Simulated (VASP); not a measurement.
Set up this calculation in VASP 6.6.1, as the native input.

```yaml
Task: single point
Functional: PBEsol
Potentials_or_basis: VASP PAW PBE potentials, release 64 (Ge_d)
Cutoff: 520 eV
k_mesh: 9 × 9 × 5, shifted
Occupations: fermi-dirac, width 0.05 eV
Spin: no spin polarisation
Dipole_correction: no
Further_INCAR_settings: ALGO = Normal; EDIFF = 1e-07; NBANDS = 21
```

The structure of Ge lies in POSCAR:

```
Ge
1.0
    1.4880500000     -2.5946900000      0.0000000000
    1.4880500000      2.5946900000      0.0000000000
    0.0000000000      0.0000000000      4.7276000000
Ge
2
Direct
    0.6665500000      0.3334500000      0.2500000000
    0.3334500000      0.6665500000      0.7500000000
```

One way to write it, as run:

INCAR

```
PREC     = Accurate       # precision mode
ENCUT    = 520            # plane-wave cutoff, eV
EDIFF    = 1E-7           # SCF threshold, eV
ISMEAR   = -1             # smearing method
SIGMA    = 0.05           # smearing width, eV
LREAL    = False          # projectors in reciprocal space
LASPH    = True           # aspherical terms in the spheres
NELM     = 80             # most SCF steps
ALGO     = Normal         # electronic algorithm
ISIF     = 2              # what is computed and relaxed
LWAVE    = False          # write WAVECAR
LCHARG   = False          # write CHGCAR
GGA      = PS             # functional
NBANDS   = 21             # bands
```

KPOINTS

```
Automatic mesh
0
Gamma
  9 9 5
  0.5 0.5 0.5
```

Potentials or basis: VASP PAW PBE potentials, release 64 (Ge_d).

Run with:

```sh
$ cat potpaw_PBE.64/Ge_d/POTCAR > POTCAR
$ mpirun -np 1 vasp_std > vasp.out
```

Results of the run:

The pressure is 0.6 GPa and the largest force is 0.012 eV/Å. The band gap on the k mesh is zero (band 14 reaches 12.76 eV, above the bottom of band 15 at 4.70 eV).

Caveat: the PAW data sets were made with another functional, which shifts forces and pressure a little.

It took 16 s on 1 thread of Intel(R) Xeon(R) 6975P-C (Granite Rapids), on a shared host, peak memory 0.17 GiB.
